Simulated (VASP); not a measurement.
# MoSe in VASP: relaxation of the atoms with PBE

Aim: the relaxation of the atoms of MoSe with PBE.

All numbers are computed with VASP 6.6.1; they aren't measurements. Logs are shortened: lines on timing, memory, paths and dates and some standing lists are left out, and cuts for length are marked.

### 1 The cell of the first run

The cell holds a slab with vacuum, 4 atoms: a = 3.320 Å, b = 3.320 Å, c = 32.591 Å, α = 90.00°, β = 90.00°, γ = 120.00°.

### 2 Relaxation of the atoms, PBE

Input file INCAR:

```
SYSTEM = MoSe
PREC = Accurate
ENCUT = 520
EDIFF = 1E-7
ISMEAR = -1
SIGMA = 0.05
LREAL = .False.
LASPH = .True.
NELM = 60
ALGO = Normal
ISIF = 2
LWAVE = .False.
LCHARG = .False.
GGA = PE
IBRION = 2
NSW = 80
EDIFFG = -0.02
```

Input file KPOINTS:

```
Automatic mesh
0
Gamma
  9 9 1
  0 0 0
```

Input file POSCAR:

```
MoSe
1.0
    3.3203649265      0.0000000000      0.0000000000
   -1.6601824632      2.8755203762      0.0000000000
    0.0000000000      0.0000000000     32.5912527600
Mo Se
2 2
Direct
    0.0000000000      0.0000000000      0.2301230964
    0.0000000000      0.0000000000      0.7698769036
    0.3333333300      0.6666666600      0.2808665986
    0.3333333300      0.6666666600      0.7191334014
```

Potentials or basis: VASP PAW PBE potentials, release 64 (Mo_sv, Se).

Started as:

```console
$ cat potpaw_PBE.64/Mo_sv/POTCAR potpaw_PBE.64/Se/POTCAR > POTCAR
$ mpirun -np 1 vasp_std > vasp.out
```

OUTCAR:

```text
SYSTEM = MoSe
   PREC = Accurate
   ENCUT = 520
   EDIFF = 1E-7
   ISMEAR = -1
   LREAL = .False.
   LASPH = .True.
   NELM = 60
   ISIF = 2
   GGA = PE
   IBRION = 2
   NSW = 80
   EDIFFG = -0.02

 ion  position               nearest neighbor table
   1  0.000  0.000  0.230-   3 2.53   3 2.53   3 2.53
   2  0.000  0.000  0.770-   4 2.53   4 2.53   4 2.53
   3  0.333  0.667  0.281-   1 2.53   1 2.53   1 2.53
   4  0.333  0.667  0.719-   2 2.53   2 2.53   2 2.53

  LATTYP: Found a hexagonal cell.
 ALAT       =     3.3203649265
 C/A-ratio  =     9.8155634942

  Lattice vectors:

 A1 = (   3.3203649265,   0.0000000000,   0.0000000000)
 A2 = (  -1.6601824632,   2.8755203762,   0.0000000000)
 A3 = (   0.0000000000,   0.0000000000,  32.5912527600)

Analysis of symmetry for initial positions (statically):
=====================================================================
 Subroutine PRICEL returns:
 Original cell was already a primitive cell.

 Routine SETGRP: Setting up the symmetry group for a
 hexagonal supercell.

 Subroutine GETGRP returns: Found 12 space group operations
 (whereof 12 operations were pure point group operations)
 out of a pool of 24 trial point group operations.

The static configuration has the point symmetry D_3h.

Analysis of symmetry for dynamics (positions and initial velocities):
=====================================================================
 Subroutine PRICEL returns:
 Original cell was already a primitive cell.

 Routine SETGRP: Setting up the symmetry group for a
 hexagonal supercell.

 Subroutine GETGRP returns: Found 12 space group operations
 (whereof 12 operations were pure point group operations)
 out of a pool of 24 trial point group operations.

The dynamic configuration has the point symmetry D_3h.

 Subroutine INISYM returns: Found 12 space group operations
 (whereof 12 operations are pure point group operations),
 and found     1 'primitive' translations

----------------------------------------------------------------------------------------

                                     Primitive cell

  volume of cell :     311.1740

  direct lattice vectors                    reciprocal lattice vectors
     3.320364926  0.000000000  0.000000000     0.301171715  0.173881571  0.000000000
    -1.660182463  2.875520376  0.000000000     0.000000000  0.347763142  0.000000000
     0.000000000  0.000000000 32.591252760     0.000000000  0.000000000  0.030683080

  length of vectors
[... 63 lines left out ...]
 SYSTEM =  MoSe
   PREC   = accura    normal or accurate (medium, high low for compatibility)
   ISTART =      0    job   : 0-new  1-cont  2-samecut
   ICHARG =      2    charge: 1-file 2-atom 10-const
   ISPIN  =      1    spin polarized calculation?
   LNONCOLLINEAR =      F non collinear calculations
   LSORBIT =      F    spin-orbit coupling
   LASPH  =      T    aspherical Exc in radial PAW
   ENCUT  =  520.0 eV  38.22 Ry    6.18 a.u.   6.17  6.17 60.60*2*pi/ulx,y,z
   NELM   =     60;   NELMIN=  2; NELMDL= -5     # of ELM steps
   EDIFF  = 0.1E-06   stopping-criterion for ELM
   LREAL  =      F    real-space projection
   EDIFFG = -.2E-01   stopping-criterion for IOM
   NSW    =     80    number of steps for IOM
   IBRION =      2    ionic relax: 0-MD 1-quasi-New 2-CG
   NFREE  =      1    steps in history (QN), initial steepest desc. (CG)
   ISIF   =      2    stress and relaxation
   ISYM   =      2    0-nonsym 1-usesym 2-fastsym
   POTIM  = 0.5000    time-step for ionic-motion
   TEBEG  =    0.0;   TEEND  =   0.0 temperature during run
   PSTRESS=    0.0 pullay stress
   NELECT =      40.0000    total number of electrons
   NUPDOWN=      -1.0000    fix difference up-down
   EMIN   =  10.00;   EMAX   =-10.00  energy-range for DOS
   EFERMI =   0.00;   METHOD = LEGACY
   ISMEAR =    -1;   SIGMA  =   0.05  broadening in eV -4-tet -1-fermi 0-gaus
   EFERMI_NEDOS =   21; number of points for ismear=-14 and -15
   IALGO  =     38    algorithm
   IMIX   =      4    mixing-type and parameters
     AMIX     =   0.40;   BMIX     =  1.00
     AMIX_MAG =   1.60;   BMIX_MAG =  1.00
  volume/ion in A,a.u.               =      77.79       524.98
  Fermi-wavevector in a.u.,A,eV,Ry     =   0.826216  1.561322  9.287789  0.682633
  Thomas-Fermi vector in A             =   1.938210
   LORBIT       =      0    0 simple, 1 ext, 2 COOP (PROOUT), +10 PAW based schemes
   GGA     = PE    functional components
   LHFCALC =     F    Hartree Fock is set to
   AEXX    =    0.0000 exact exchange contribution
   IVDW    =     0    specifies the selected vdW correction
   LEPSILON=     F    determine dielectric tensor
   LRPA    =     F    only Hartree local field effects (RPA)
 conjugate gradient relaxation of ions
 non-spin polarized calculation
  energy-cutoff  :      520.00
  volume of cell :      311.17
 maximum number of plane-waves:      8425
 NGX is ok and might be reduce to    28
   NGX = 13   NGY = 13   NGZ =121

--------------------------------------- Ionic step        1  -------------------------------------------

 number of electron      39.9999999 magnetization

 Free energy of the ion-electron system (eV)
  ---------------------------------------------------
  ext. energy  EPLUGINS =         0.00000000
  ---------------------------------------------------
  free energy    TOTEN  =       -26.49797599 eV

  energy without entropy =      -26.47003886  energy(sigma->0) =      -26.48400743

------------------------ aborting loop because EDIFF is reached ----------------------------------------

  FORCE on cell =-STRESS in cart. coord.  units (eV):
  Direction    XX          YY          ZZ          XY          YZ          ZX
  --------------------------------------------------------------------------------------
  -------------------------------------------------------------------------------------
  Total       -8.8507699     -8.8507699     -2.4491554     -0.0000000      0.0000000      0.0000000
  in kB      -45.5709739    -45.5709739    -12.6102472     -0.0000000      0.0000000      0.0000000
  external PRESSURE =     -34.5840650 kB  Pullay stress =       0.0000000 kB
[... 63 lines left out ...]
--------------------------------------- Ionic step        3  -------------------------------------------

 number of electron      40.0000005 magnetization

 Free energy of the ion-electron system (eV)
  ---------------------------------------------------
  ext. energy  EPLUGINS =         0.00000000
  ---------------------------------------------------
  free energy    TOTEN  =       -26.53592885 eV

  energy without entropy =      -26.50849026  energy(sigma->0) =      -26.52220956

 E-fermi :  -1.4629     XC(G=0):  -3.8077

 val. band max:       -1.4957270515   @ k =   0.4444   0.0000   0.0000
 cond. band min:      -1.4046140915   @ k =   0.1111   0.1111   0.0000
 fundamental gap:      0.0911129600
 Fermi energy:        -1.4629353036

 k-point     1 :       0.0000    0.0000    0.0000
  band No.  band energies     occupation
      1     -62.4518      2.00000
      2     -62.4518      2.00000
      3     -36.5665      2.00000
      4     -36.5665      2.00000
      5     -36.4122      2.00000
      6     -36.4122      2.00000
[... 344 lines left out ...]
  FREE ENERGIE OF THE ION-ELECTRON SYSTEM (eV)
  ---------------------------------------------------
  free  energy   TOTEN  =       -26.5359288547 eV

  energy  without entropy=      -26.5084902570  energy(sigma->0) =      -26.52220956

 reached required accuracy - stopping structural energy minimisation
```

Wall time 7.7 min (1 thread of Oxide Virtual Turin-like, shared host); peak memory 0.47 GiB.

What came out:

* Free energy: -26.5359 eV
* Energy gained by relaxing: 9.5 meV/atom
* Ionic steps: 3
* Band gap on the k mesh: 0.09 eV (least direct gap 0.30 eV)

Forces in eV/Å, atoms in the order of the input:
```
Mo   0.000  0.000 -0.002
Mo   0.000  0.000  0.002
Se   0.000  0.000  0.002
Se   0.000  0.000 -0.002
```

Step by step:
```csv
step,energy change (eV),largest force (eV/Å),pressure (GPa)
1,0.0000,0.7364,-3.46
2,-0.0317,0.3088,-2.36
3,-0.0380,0.0022,-2.69
```

Final structure:
```
CELL_PARAMETERS angstrom
3.32036 0.00000 0.00000
-1.66018 2.87552 0.00000
0.00000 0.00000 32.59125
ATOMIC_POSITIONS crystal
Mo 0.00000 0.00000 0.23090
Mo 0.00000 0.00000 0.76910
Se 0.33333 0.66667 0.28009
Se 0.33333 0.66667 0.71991
```
